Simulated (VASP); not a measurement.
# Pt (P6_3/mmc) in VASP: further runs, part 2 of 2

VASP 6.6.1. Earlier steps stand in the parts before.

## (5) Single point, PBE, collinear spin

Input file INCAR:

```
SYSTEM = Pt
PREC = Accurate ; ENCUT = 520
EDIFF = 1E-6 ; ISMEAR = -1
SIGMA = 0.03 ; LREAL = .False.
LASPH = .True. ; NELM = 150
ALGO = Normal ; ISIF = 2
LWAVE = .False. ; LCHARG = .False.
ISPIN = 2 ; MAGMOM = 0.3 0.3
LORBIT = 11 ; NUPDOWN = 0.6
LMAXMIX = 4 ; GGA = PE
NBANDS = 21
```

Input file KPOINTS:

```
Automatic mesh
0
Gamma
  12 12 6
  0 0 0
```

Input file POSCAR:

```
Pt
1.0
    2.7606656158      0.0000000000      0.0000000000
   -1.3803328079      2.3908065546      0.0000000000
    0.0000000000      0.0000000000      4.7921340000
Pt
2
Direct
    0.6666666667      0.3333333333      0.7500000000
    0.3333333333      0.6666666667      0.2500000000
```

Potentials or basis: VASP PAW PBE potentials, release 64 (Pt).

The run is started by

```console
cat potpaw_PBE.64/Pt/POTCAR > POTCAR
mpirun -np 1 vasp_std > vasp.out
```

OUTCAR:

```text
SYSTEM = Pt
   PREC = Accurate
   ENCUT = 520
   EDIFF = 1E-6
   ISMEAR = -1
   LREAL = .False.
   LASPH = .True.
   NELM = 150
   ISIF = 2
   ISPIN = 2
   LORBIT = 11
   NUPDOWN = 0.6
   GGA = PE

 ion  position               nearest neighbor table
   1  0.667  0.333  0.750-   2 2.88   2 2.88   2 2.88   2 2.88   2 2.88   2 2.88
   2  0.333  0.667  0.250-   1 2.88   1 2.88   1 2.88   1 2.88   1 2.88   1 2.88

  LATTYP: Found a hexagonal cell.
 ALAT       =     2.7606656158
 C/A-ratio  =     1.7358618054

  Lattice vectors:

 A1 = (   2.7606656158,   0.0000000000,   0.0000000000)
 A2 = (  -1.3803328079,   2.3908065546,   0.0000000000)
 A3 = (   0.0000000000,   0.0000000000,   4.7921340000)

Analysis of symmetry for initial positions (statically):
=====================================================================
 Subroutine PRICEL returns:
 Original cell was already a primitive cell.

 Routine SETGRP: Setting up the symmetry group for a
 hexagonal supercell.

 Subroutine GETGRP returns: Found 24 space group operations
 (whereof 12 operations were pure point group operations)
 out of a pool of 24 trial point group operations.

The static configuration has the point symmetry D_3d.
 The point group associated with its full space group is D_6h.

Analysis of symmetry for dynamics (positions and initial velocities):
=====================================================================
 Subroutine PRICEL returns:
 Original cell was already a primitive cell.

 Routine SETGRP: Setting up the symmetry group for a
 hexagonal supercell.

 Subroutine GETGRP returns: Found 24 space group operations
 (whereof 12 operations were pure point group operations)
 out of a pool of 24 trial point group operations.

The dynamic configuration has the point symmetry D_3d.
 The point group associated with its full space group is D_6h.

Analysis of structural, dynamic, and magnetic symmetry:
=====================================================================
 Subroutine PRICEL returns:
 Original cell was already a primitive cell.

 Routine SETGRP: Setting up the symmetry group for a
 hexagonal supercell.

 Subroutine GETGRP returns: Found 24 space group operations
 (whereof 12 operations were pure point group operations)
 out of a pool of 24 trial point group operations.

The overall configuration has the point symmetry D_3d.
 The point group associated with its full space group is D_6h.

 Subroutine INISYM returns: Found 24 space group operations
 (whereof 12 operations are pure point group operations),
 and found     1 'primitive' translations

----------------------------------------------------------------------------------------

                                     Primitive cell

  volume of cell :      31.6291

  direct lattice vectors                    reciprocal lattice vectors
     2.760665616  0.000000000  0.000000000     0.362231483  0.209134444  0.000000000
    -1.380332808  2.390806555  0.000000000     0.000000000  0.418268888  0.000000000
     0.000000000  0.000000000  4.792134000     0.000000000  0.000000000  0.208675300

  length of vectors
     2.760665616  2.760665616  4.792134000     0.418268888  0.418268888  0.208675300

  position of ions in fractional coordinates (direct lattice)
     0.666666667  0.333333333  0.750000000
     0.333333333  0.666666667  0.250000000

  ion indices of the primitive-cell ions
   primitive index   ion index
                 1           1
[... 68 lines left out ...]
   LNONCOLLINEAR =      F non collinear calculations
   LSORBIT =      F    spin-orbit coupling
   LASPH  =      T    aspherical Exc in radial PAW
   ENCUT  =  520.0 eV  38.22 Ry    6.18 a.u.   5.13  5.13  8.91*2*pi/ulx,y,z
   NELM   =    150;   NELMIN=  2; NELMDL= -5     # of ELM steps
   EDIFF  = 0.1E-05   stopping-criterion for ELM
   LREAL  =      F    real-space projection
   EDIFFG = 0.1E-04   stopping-criterion for IOM
   NSW    =      0    number of steps for IOM
   IBRION =     -1    ionic relax: 0-MD 1-quasi-New 2-CG
   NFREE  =      0    steps in history (QN), initial steepest desc. (CG)
   ISIF   =      2    stress and relaxation
   ISYM   =      2    0-nonsym 1-usesym 2-fastsym
   POTIM  = 0.5000    time-step for ionic-motion
   TEBEG  =    0.0;   TEEND  =   0.0 temperature during run
   PSTRESS=    0.0 pullay stress
   NELECT =      20.0000    total number of electrons
   NUPDOWN=       0.6000    fix difference up-down
   EMIN   =  10.00;   EMAX   =-10.00  energy-range for DOS
   EFERMI =   0.00;   METHOD = LEGACY
   ISMEAR =    -1;   SIGMA  =   0.03  broadening in eV -4-tet -1-fermi 0-gaus
   EFERMI_NEDOS =   21; number of points for ismear=-14 and -15
   IALGO  =     38    algorithm
   IMIX   =      4    mixing-type and parameters
     AMIX     =   0.40;   BMIX     =  1.00
     AMIX_MAG =   1.60;   BMIX_MAG =  1.00
  volume/ion in A,a.u.               =      15.81       106.72
  Fermi-wavevector in a.u.,A,eV,Ry     =   1.405149  2.655347 26.863944  1.974444
  Thomas-Fermi vector in A             =   2.527639
   LORBIT       =     11    0 simple, 1 ext, 2 COOP (PROOUT), +10 PAW based schemes
   GGA     = PE    functional components
   LHFCALC =     F    Hartree Fock is set to
   AEXX    =    0.0000 exact exchange contribution
   IVDW    =     0    specifies the selected vdW correction
   LEPSILON=     F    determine dielectric tensor
   LRPA    =     F    only Hartree local field effects (RPA)
 spin polarized calculation
  energy-cutoff  :      520.00
  volume of cell :       31.63
 maximum number of plane-waves:       864
 NGX is ok and might be reduce to    24
   NGX = 11   NGY = 11   NGZ = 17

 number of electron      20.0000004 magnetization       0.6000000

 Free energy of the ion-electron system (eV)
  ---------------------------------------------------
  ext. energy  EPLUGINS =         0.00000000
  ---------------------------------------------------
  free energy    TOTEN  =       -12.07337409 eV

  energy without entropy =      -12.06178922  energy(sigma->0) =      -12.06758166

 E-fermi :  10.3258     XC(G=0): -13.2012

 val. band max:       10.3734042223   @ k =   0.2500   0.1667   0.3333
 cond. band min:      10.3265925266   @ k =   0.4167   0.0000   0.3333
 fundamental gap:     -0.0468116957
 Fermi energy:        10.3818793225

 spin component 1

 k-point     1 :       0.0000    0.0000    0.0000
  band No.  band energies     occupation
      1       0.6548      1.00000
      2       3.2519      1.00000
      3       6.3095      1.00000
      4       6.8572      1.00000
      5       6.8572      1.00000
      6       7.2178      1.00000
[... 565 lines left out ...]
     20      31.2269      0.00000
     21      32.4729      0.00000

 [... further k-points ...]

 spin component 2

 k-point     1 :       0.0000    0.0000    0.0000
  band No.  band energies     occupation
      1       0.7012      1.00000
      2       3.3831      1.00000
      3       6.5464      1.00000
      4       7.0418      1.00000
      5       7.0418      1.00000
      6       7.4070      1.00000
[... 565 lines left out ...]
     20      31.2926      0.00000
     21      32.5260      0.00000

 [... further k-points ...]

------------------------ aborting loop because EDIFF is reached ----------------------------------------

  FORCE on cell =-STRESS in cart. coord.  units (eV):
  Direction    XX          YY          ZZ          XY          YZ          ZX
  --------------------------------------------------------------------------------------
  -------------------------------------------------------------------------------------
  Total       -0.0979509     -0.0979509     -0.3804471     -0.0000000      0.0000000      0.0000000
  in kB       -4.9617127     -4.9617127    -19.2715976     -0.0000000      0.0000000      0.0000000
  external PRESSURE =      -9.7316743 kB  Pullay stress =       0.0000000 kB

 VOLUME and BASIS-vectors are now :
 -----------------------------------------------------------------------------
  energy-cutoff  :      520.00
  volume of cell :       31.63
      direct lattice vectors                 reciprocal lattice vectors
     2.760665616  0.000000000  0.000000000     0.362231483  0.209134444  0.000000000
    -1.380332808  2.390806555  0.000000000     0.000000000  0.418268888  0.000000000
     0.000000000  0.000000000  4.792134000     0.000000000  0.000000000  0.208675300

 POSITION                                       TOTAL-FORCE (eV/Angst)
 -----------------------------------------------------------------------------------
      1.38033      0.79694      3.59410         0.000000      0.000000      0.000000
     -0.00000      1.59387      1.19803        -0.000000      0.000000      0.000000
 -----------------------------------------------------------------------------------
    total drift:                               -0.000000      0.000000     -0.000000

  FREE ENERGIE OF THE ION-ELECTRON SYSTEM (eV)
  ---------------------------------------------------
  free  energy   TOTEN  =       -12.0733740915 eV

  energy  without entropy=      -12.0617892197  energy(sigma->0) =      -12.06758166

 total charge

# of ion       s       p       d       tot
------------------------------------------
    1        0.618   0.556   8.016   9.190
    2        0.618   0.556   8.016   9.190
--------------------------------------------------
tot          1.236   1.113  16.032  18.380

 magnetization (x)

# of ion       s       p       d       tot
------------------------------------------
    1        0.002  -0.002   0.298   0.298
    2        0.002  -0.002   0.298   0.298
--------------------------------------------------
tot          0.004  -0.005   0.596   0.595
```

OSZICAR:

```text
N       E                     dE             d eps       ncg     rms          rms(c)
DAV:   1     0.105416624096E+03    0.10542E+03   -0.97179E+03  6400   0.888E+02
DAV:   2    -0.104188133565E+02   -0.11584E+03   -0.10878E+03  7269   0.219E+02
DAV:   3    -0.128076654751E+02   -0.23889E+01   -0.23652E+01  7518   0.304E+01
DAV:   4    -0.128205609465E+02   -0.12895E-01   -0.12894E-01  7259   0.242E+00
DAV:   5    -0.128207041997E+02   -0.14325E-03   -0.14325E-03  7524   0.267E-01    0.162E+01
DAV:   6    -0.121470655035E+02    0.67364E+00   -0.85570E-01  6889   0.753E+00    0.866E+00
DAV:   7    -0.120798978344E+02    0.67168E-01   -0.13948E-01  7294   0.307E+00    0.335E+00
DAV:   8    -0.120744899048E+02    0.54079E-02   -0.54301E-03  7169   0.470E-01    0.139E+00
DAV:   9    -0.120733877248E+02    0.11022E-02   -0.25324E-03  7259   0.371E-01    0.216E-01
DAV:  10    -0.120733664510E+02    0.21274E-04   -0.42836E-05  7144   0.462E-02    0.190E-02
DAV:  11    -0.120733716371E+02   -0.51861E-05   -0.34983E-06  7320   0.135E-02    0.170E-02
DAV:  12    -0.120733734748E+02   -0.18377E-05   -0.55880E-07  4705   0.543E-03    0.392E-03
DAV:  13    -0.120733740915E+02   -0.61667E-06   -0.85327E-08  3517   0.216E-03
   1 F= -.12073374E+02 E0= -.12067582E+02  d E =-.115849E-01  mag=     0.6000
```

It took 44 s on 1 thread of Intel Xeon Platinum 8488C (Sapphire Rapids), shared host; peak memory 0.21 GiB.

What came out:

| Property | Result |
| --- | --- |
| Free energy | -12.0734 eV |
| Pressure | -1.0 GPa |
| Net moment | 0.60 μB per cell |
| Site moments | Pt +0.30 μB |
| Valence electrons inside the program's atomic spheres | Pt 9.19 |

Caveat: spin-orbit coupling is left out, which moves the levels of the heavy elements; the total moment is fixed, so each spin has its own Fermi level and the state may be an excited one.

## (6) Single point, PBE, collinear spin

Input file INCAR:

```
  PREC = Accurate
  ENCUT = 520
  EDIFF = 1E-6
  ISMEAR = -1
  SIGMA = 0.03
  LREAL = False
  LASPH = True
  NELM = 150
  ALGO = Normal
  ISIF = 2
  LWAVE = False
  LCHARG = False
  ISPIN = 2
  MAGMOM = 0.3 0.3
  LORBIT = 11
  NUPDOWN = 0.6
  LMAXMIX = 4
  GGA = PE
  NBANDS = 21
```

Input file KPOINTS:

```
Automatic mesh
0
Gamma
  12 12 6
```

POSCAR is that of step 5.

Potentials or basis: VASP PAW PBE potentials, release 64 (Pt).

The run is started by

```console
cat potpaw_PBE.64/Pt/POTCAR > POTCAR
mpirun -np 1 vasp_std > vasp.out
```

It took 44 s on 1 thread of Intel Xeon Platinum 8488C (Sapphire Rapids), shared host; peak memory 0.21 GiB.

The run converged. Its results:

```
Free energy                                           : -12.0734 eV
Pressure                                              : -1.0 GPa
Net moment                                            : 0.60 μB per cell
Site moments                                          : Pt +0.30 μB
Valence electrons inside the program's atomic spheres : Pt 9.19
```

Stress tensor (GPa, compression positive):
```
-0.50  0.00  0.00
 0.00 -0.50  0.00
 0.00  0.00 -1.93
```

Caveat: spin-orbit coupling is left out, which moves the levels of the heavy elements; the total moment is fixed, so each spin has its own Fermi level and the state may be an excited one.

## (7) Summary

```csv
fixed moment (μB),pressure (GPa),moment (μB)
0.1,-1.3,0.10
0.3,-1.2,0.30
0.6,-1.0,0.60
```

Alike in all rows: task single point; level PBE; potentials or basis VASP PAW PBE potentials, release 64 (Pt); spin collinear; cell as given; k mesh 12 × 12 × 6; cutoff (eV) 520; smearing fermi-dirac 0.03 eV.

Caveats: spin-orbit coupling is left out, which moves the levels of the heavy elements; the total moment is fixed, so each spin has its own Fermi level and the state may be an excited one.

Absolute energies hang on the potentials; compare differences alone.
